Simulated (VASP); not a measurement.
# ScAl2N3 (Cmmm) in VASP: single point with PBE

Aim: the single point of ScAl2N3 with PBE.

All numbers are computed with VASP 6.6.1; they aren't measurements. Logs are shortened: lines on timing, memory, paths and dates and some standing lists are left out, and cuts for length are marked.

### 1 The cell of the first run

The structure is orthorhombic, space group Cmmm (No. 65). The conventional cell has a = 5.054 Å, b = 5.432 Å, c = 5.905 Å, α = 90.00°, β = 90.00°, γ = 90.00°. Within 2.8 Å of Sc (site symmetry mmm) lie 6 N at 2.10 to 2.60 Å. Within 2.5 Å of Al (site symmetry 2/m) lie 2 N at 1.85 Å. N (site symmetry m2m) has 1 N at 1.22 Å within 1.6 Å. Within 2.5 Å of N (site symmetry mmm) lie 4 Al at 1.85 Å.

### 2 Single point, PBE

INCAR reads:

```
SYSTEM = ScAl2N3
ALGO     = Normal         ! electronic algorithm
EDIFF    = 1E-6           ! SCF threshold, eV
ENCUT    = 600            ! plane-wave cutoff, eV
GGA      = PE             ! functional
GGA_COMPAT= .FALSE.      
ISIF     = 2              ! what is computed and relaxed
ISMEAR   = 0              ! smearing method
LASPH    = .TRUE.         ! aspherical terms in the spheres
LCHARG   = .FALSE.        ! write CHGCAR
LREAL    = .FALSE.        ! projectors in reciprocal space
LWAVE    = .FALSE.        ! write WAVECAR
NBANDS   = 25             ! bands
NELM     = 120            ! most SCF steps
PREC     = Accurate       ! precision mode
SIGMA    = 0.15           ! smearing width, eV
```

KPOINTS reads:

```
k-points
0
G
  3 3 2
  0 0 0
```

POSCAR reads:

```
ScAl2N3
1.0
    2.5269097393     -2.7162301516      0.0000000000
    2.5269097393      2.7162301516      0.0000000000
    0.0000000000      0.0000000000      5.9053148243
Sc Al N
1 2 3
Direct
    0.0000000000      0.0000000000      0.0000000000
    0.0000000000      0.5000000000      0.5000000000
    0.5000000000      0.0000000000      0.5000000000
    0.6125982859      0.3874017141      0.0000000000
    0.3874017141      0.6125982859      0.0000000000
    0.5000000000      0.5000000000      0.5000000000
```

Potentials or basis: VASP PAW PBE potentials, release 64 (Sc_sv, Al, N).

Command:

```console
> cat potpaw_PBE.64/Sc_sv/POTCAR potpaw_PBE.64/Al/POTCAR potpaw_PBE.64/N/POTCAR > POTCAR
> mpirun -np 1 vasp_std > vasp.out
```

OUTCAR:

```text
SYSTEM = ScAl2N3
   EDIFF = 1E-6
   ENCUT = 600
   GGA = PE
   ISIF = 2
   ISMEAR = 0
   LASPH = .TRUE.
   LREAL = .FALSE.
   NELM = 120
   PREC = Accurate

 ion  position               nearest neighbor table
   1  0.000  0.000  0.000-   4 2.10   5 2.10   4 2.60   5 2.60   4 2.60   5 2.60
   2  0.000  0.500  0.500-   6 1.85   6 1.85   3 2.53   3 2.53   3 2.72   3 2.72
   3  0.500  0.000  0.500-   6 1.85   6 1.85   2 2.53   2 2.53   2 2.72   2 2.72
   4  0.613  0.387  0.000-   5 1.22   1 2.10   1 2.60   1 2.60
   5  0.387  0.613  0.000-   4 1.22   1 2.10   1 2.60   1 2.60
   6  0.500  0.500  0.500-   2 1.85   3 1.85   3 1.85   2 1.85

  LATTYP: Found a base centered orthorhombic cell.
 ALAT       =     5.0538194786
 B/A-ratio  =     1.0749217154
 C/A-ratio  =     1.1684855087

  Lattice vectors:

 A1 = (   2.5269097393,  -2.7162301516,   0.0000000000)
 A2 = (   2.5269097393,   2.7162301516,   0.0000000000)
 A3 = (   0.0000000000,   0.0000000000,   5.9053148243)

Analysis of symmetry for initial positions (statically):
=====================================================================
 Subroutine PRICEL returns:
 Original cell was already a primitive cell.

 Routine SETGRP: Setting up the symmetry group for a
 base centered orthorhombic supercell.

 Subroutine GETGRP returns: Found  8 space group operations
 (whereof  8 operations were pure point group operations)
 out of a pool of  8 trial point group operations.

The static configuration has the point symmetry D_2h.

Analysis of symmetry for dynamics (positions and initial velocities):
=====================================================================
 Subroutine PRICEL returns:
 Original cell was already a primitive cell.

 Routine SETGRP: Setting up the symmetry group for a
 base centered orthorhombic supercell.

 Subroutine GETGRP returns: Found  8 space group operations
 (whereof  8 operations were pure point group operations)
 out of a pool of  8 trial point group operations.

The dynamic configuration has the point symmetry D_2h.

 Subroutine INISYM returns: Found  8 space group operations
 (whereof  8 operations are pure point group operations),
 and found     1 'primitive' translations

----------------------------------------------------------------------------------------

                                     Primitive cell

  volume of cell :      81.0642

  direct lattice vectors                    reciprocal lattice vectors
     2.526909739 -2.716230152  0.000000000     0.197870146 -0.184078658  0.000000000
     2.526909739  2.716230152  0.000000000     0.197870146  0.184078658  0.000000000
     0.000000000  0.000000000  5.905314824     0.000000000  0.000000000  0.169338982

  length of vectors
     3.709875883  3.709875883  5.905314824     0.270254597  0.270254597  0.169338982

  position of ions in fractional coordinates (direct lattice)
     0.000000000  0.000000000  0.000000000
     0.000000000  0.500000000  0.500000000
     0.500000000  0.000000000  0.500000000
     0.612598286  0.387401714  0.000000000
     0.387401714  0.612598286  0.000000000
     0.500000000  0.500000000  0.500000000

  ion indices of the primitive-cell ions
   primitive index   ion index
                 1           1
                 2           2
                 3           3
                 4           4
                 5           5
                 6           6

----------------------------------------------------------------------------------------

 KPOINTS: k-points

Automatic generation of k-mesh.
 Grid dimensions read from file:
 generate k-points for:    3    3    2

 Generating k-lattice:

  Cartesian coordinates                     Fractional coordinates (reciprocal lattice)
     0.065956715 -0.061359553  0.000000000     0.333333333  0.000000000  0.000000000
     0.065956715  0.061359553  0.000000000     0.000000000  0.333333333  0.000000000
     0.000000000  0.000000000  0.084669491     0.000000000  0.000000000  0.500000000

  Length of vectors
     0.090084866  0.090084866  0.084669491

  Shift w.r.t. Gamma in fractional coordinates (k-lattice)
     0.000000000  0.000000000  0.000000000

 Subroutine IBZKPT returns following result:
 ===========================================

 Found      8 irreducible k-points:

 Following reciprocal coordinates:
            Coordinates               Weight
  0.000000  0.000000  0.000000      1.000000
  0.333333 -0.000000  0.000000      4.000000
  0.333333  0.333333  0.000000      2.000000
 -0.333333  0.333333  0.000000      2.000000
  0.000000  0.000000  0.500000      1.000000
  0.333333 -0.000000  0.500000      4.000000
  0.333333  0.333333  0.500000      2.000000
 -0.333333  0.333333  0.500000      2.000000
   k-points           NKPTS =      8   k-points in BZ     NKDIM =      8   number of bands    NBANDS=     25
   number of dos      NEDOS =    301   number of ions     NIONS =      6
   total plane-waves  NPLWV =  43200
   dimension x,y,z NGX =    30 NGY =   30 NGZ =   48
   dimension x,y,z NGXF=    60 NGYF=   60 NGZF=   96
   ions per type =               1   2   3
   NGX,Y,Z   is equivalent  to a cutoff of  13.44, 13.44, 13.51 a.u.
   NGXF,Y,Z  is equivalent  to a cutoff of  26.89, 26.89, 27.03 a.u.
 SYSTEM =  ScAl2N3
   PREC   = accura    normal or accurate (medium, high low for compatibility)
   ISTART =      0    job   : 0-new  1-cont  2-samecut
   ICHARG =      2    charge: 1-file 2-atom 10-const
   ISPIN  =      1    spin polarized calculation?
   LNONCOLLINEAR =      F non collinear calculations
   LSORBIT =      F    spin-orbit coupling
   LASPH  =      T    aspherical Exc in radial PAW
   ENCUT  =  600.0 eV  44.10 Ry    6.64 a.u.   7.41  7.41 11.79*2*pi/ulx,y,z
   NELM   =    120;   NELMIN=  2; NELMDL= -5     # of ELM steps
   EDIFF  = 0.1E-05   stopping-criterion for ELM
   LREAL  =      F    real-space projection
   EDIFFG = 0.1E-04   stopping-criterion for IOM
   NSW    =      0    number of steps for IOM
   IBRION =     -1    ionic relax: 0-MD 1-quasi-New 2-CG
   NFREE  =      0    steps in history (QN), initial steepest desc. (CG)
   ISIF   =      2    stress and relaxation
   ISYM   =      2    0-nonsym 1-usesym 2-fastsym
   POTIM  = 0.5000    time-step for ionic-motion
   TEBEG  =    0.0;   TEEND  =   0.0 temperature during run
   PSTRESS=    0.0 pullay stress
   NELECT =      32.0000    total number of electrons
   NUPDOWN=      -1.0000    fix difference up-down
   EMIN   =  10.00;   EMAX   =-10.00  energy-range for DOS
   EFERMI =   0.00;   METHOD = LEGACY
   ISMEAR =     0;   SIGMA  =   0.15  broadening in eV -4-tet -1-fermi 0-gaus
   EFERMI_NEDOS =   21; number of points for ismear=-14 and -15
   IALGO  =     38    algorithm
   IMIX   =      4    mixing-type and parameters
     AMIX     =   0.40;   BMIX     =  1.00
     AMIX_MAG =   1.60;   BMIX_MAG =  1.00
  volume/ion in A,a.u.               =      13.51        91.17
  Fermi-wavevector in a.u.,A,eV,Ry     =   1.200923  2.269415 19.622530  1.442215
  Thomas-Fermi vector in A             =   2.336746
   LORBIT       =      0    0 simple, 1 ext, 2 COOP (PROOUT), +10 PAW based schemes
   GGA     = PE    functional components
   LHFCALC =     F    Hartree Fock is set to
   AEXX    =    0.0000 exact exchange contribution
   IVDW    =     0    specifies the selected vdW correction
   LEPSILON=     F    determine dielectric tensor
   LRPA    =     F    only Hartree local field effects (RPA)
 non-spin polarized calculation
 Gauss-broadening in eV      SIGMA  =   0.15
  energy-cutoff  :      600.00
  volume of cell :       81.06
 maximum number of plane-waves:      2726
 NGX is ok and might be reduce to    30
   NGX = 15   NGY = 15   NGZ = 23

 number of electron      31.9999997 magnetization

 Free energy of the ion-electron system (eV)
  ---------------------------------------------------
  ext. energy  EPLUGINS =         0.00000000
  ---------------------------------------------------
  free energy    TOTEN  =       -39.63697025 eV

  energy without entropy =      -39.61039904  energy(sigma->0) =      -39.62368464

 E-fermi :   6.1239     XC(G=0): -10.3155

 val. band max:        6.0276564162   @ k =   0.0000   0.0000   0.0000
 cond. band min:       6.1818771051   @ k =   0.3333   0.3333   0.0000
 fundamental gap:      0.1542206889
 Fermi energy:         6.1238838360

 k-point     1 :       0.0000    0.0000    0.0000
  band No.  band energies     occupation
      1     -43.7592      2.00000
      2     -22.5770      2.00000
      3     -22.3344      2.00000
      4     -22.2916      2.00000
      5     -15.9654      2.00000
      6     -10.7851      2.00000
[... 17 lines left out ...]
     24      11.1734      0.00000
     25      11.8374      0.00000

 k-point     2 :       0.3333   -0.0000    0.0000
  band No.  band energies     occupation
      1     -43.7554      2.00000
      2     -22.6260      2.00000
      3     -22.3290      2.00000
      4     -22.3263      2.00000
      5     -15.7944      2.00000
      6     -10.4811      2.00000
[... 17 lines left out ...]
     24       9.6424      0.00000
     25      11.5627      0.00000

 k-point     3 :       0.3333    0.3333    0.0000
  band No.  band energies     occupation
      1     -43.7517      2.00000
      2     -22.6403      2.00000
      3     -22.3607      2.00000
      4     -22.3241      2.00000
      5     -15.7965      2.00000
      6     -10.2029      2.00000
[... 17 lines left out ...]
     24      10.2661      0.00000
     25      10.3098      0.00000

 k-point     4 :      -0.3333    0.3333    0.0000
  band No.  band energies     occupation
      1     -43.7518      2.00000
      2     -22.6237      2.00000
      3     -22.3709      2.00000
      4     -22.3242      2.00000
      5     -15.8021      2.00000
      6     -10.2174      2.00000
[... 17 lines left out ...]
     24       9.4297      0.00000
     25      10.6627      0.00000

 k-point     5 :       0.0000    0.0000    0.5000
  band No.  band energies     occupation
      1     -43.7592      2.00000
      2     -22.5769      2.00000
      3     -22.3348      2.00000
      4     -22.2916      2.00000
      5     -15.9605      2.00000
      6     -10.8119      2.00000
[... 17 lines left out ...]
     24      11.4596      0.00000
     25      11.4653      0.00000

 k-point     6 :       0.3333   -0.0000    0.5000
  band No.  band energies     occupation
      1     -43.7554      2.00000
      2     -22.6259      2.00000
      3     -22.3293      2.00000
      4     -22.3263      2.00000
      5     -15.7906      2.00000
      6     -10.5082      2.00000
[... 17 lines left out ...]
     24      10.2436      0.00000
     25      10.7825      0.00000

 k-point     7 :       0.3333    0.3333    0.5000
  band No.  band energies     occupation
      1     -43.7517      2.00000
      2     -22.6403      2.00000
      3     -22.3607      2.00000
      4     -22.3243      2.00000
      5     -15.7933      2.00000
      6     -10.2276      2.00000
[... 17 lines left out ...]
     24      10.3033      0.00000
     25      10.3362      0.00000

 k-point     8 :      -0.3333    0.3333    0.5000
  band No.  band energies     occupation
      1     -43.7518      2.00000
      2     -22.6237      2.00000
      3     -22.3708      2.00000
      4     -22.3244      2.00000
      5     -15.7989      2.00000
      6     -10.2417      2.00000
[... 17 lines left out ...]
     24       9.5950      0.00000
     25      10.3454      0.00000

------------------------ aborting loop because EDIFF is reached ----------------------------------------

  FORCE on cell =-STRESS in cart. coord.  units (eV):
  Direction    XX          YY          ZZ          XY          YZ          ZX
  --------------------------------------------------------------------------------------
  -------------------------------------------------------------------------------------
  Total       -0.0468317      0.4373240     -0.0816234      0.0000000      0.0000000      0.0000000
  in kB       -0.9255957      8.6433978     -1.6132293      0.0000000      0.0000000      0.0000000
  external PRESSURE =       2.0348576 kB  Pullay stress =       0.0000000 kB

 VOLUME and BASIS-vectors are now :
 -----------------------------------------------------------------------------
  energy-cutoff  :      600.00
  volume of cell :       81.06
      direct lattice vectors                 reciprocal lattice vectors
     2.526909739 -2.716230152  0.000000000     0.197870146 -0.184078658  0.000000000
     2.526909739  2.716230152  0.000000000     0.197870146  0.184078658  0.000000000
     0.000000000  0.000000000  5.905314824     0.000000000  0.000000000  0.169338982

 POSITION                                       TOTAL-FORCE (eV/Angst)
 -----------------------------------------------------------------------------------
      0.00000      0.00000      0.00000        -0.000000      0.000000      0.000000
      1.26345      1.35812      2.95266        -0.000000      0.000000      0.000000
      1.26345     -1.35812      2.95266        -0.000000     -0.000000      0.000000
      2.52691     -0.61169      0.00000        -0.000000     -0.229361     -0.000000
      2.52691      0.61169      0.00000        -0.000000      0.229361      0.000000
      2.52691      0.00000      2.95266         0.000000      0.000000      0.000000
 -----------------------------------------------------------------------------------
    total drift:                                0.000000      0.000000      0.000000

  FREE ENERGIE OF THE ION-ELECTRON SYSTEM (eV)
  ---------------------------------------------------
  free  energy   TOTEN  =       -39.6369702487 eV

  energy  without entropy=      -39.6103990384  energy(sigma->0) =      -39.62368464
```

Run time: 13 s. Hardware: 1 thread of AMD EPYC 9R45 (Zen 5), shared host; peak memory 0.17 GiB.

What came out:

- Free energy: -39.6370 eV
- Pressure: 0.2 GPa
- Largest force: 0.229 eV/Å
- Band gap on the k mesh: zero (band 16 reaches 6.20 eV, above the bottom of band 17 at 5.92 eV)

Forces in eV/Å, atoms in the order of the input:
```
Sc   0.000  0.000  0.000
Al   0.000  0.000  0.000
Al   0.000  0.000  0.000
N    0.000 -0.229  0.000
N    0.000  0.229  0.000
N    0.000  0.000  0.000
```

Levels at points of the mesh, in eV from the Fermi level:
| k point | band 12 | band 13 | band 14 | band 15 | band 16 | band 17 | band 18 | band 19 | band 20 | band 21 |
| --- | --- | --- | --- | --- | --- | --- | --- | --- | --- | --- |
| (0.00, 0.00, 0.00) | -6.01 | -4.76 | -3.74 | -3.10 | -0.10 | 1.60 | 1.66 | 1.67 | 2.29 | 2.80 |
| (0.00, 0.00, 0.50) | -6.21 | -5.01 | -4.30 | -3.06 | 0.08 | 0.34 | 1.73 | 1.74 | 2.28 | 3.56 |

Caveat: the k points lie up to 0.57 Å⁻¹ apart; the standard files for N, O and F lose accuracy on very short bonds.
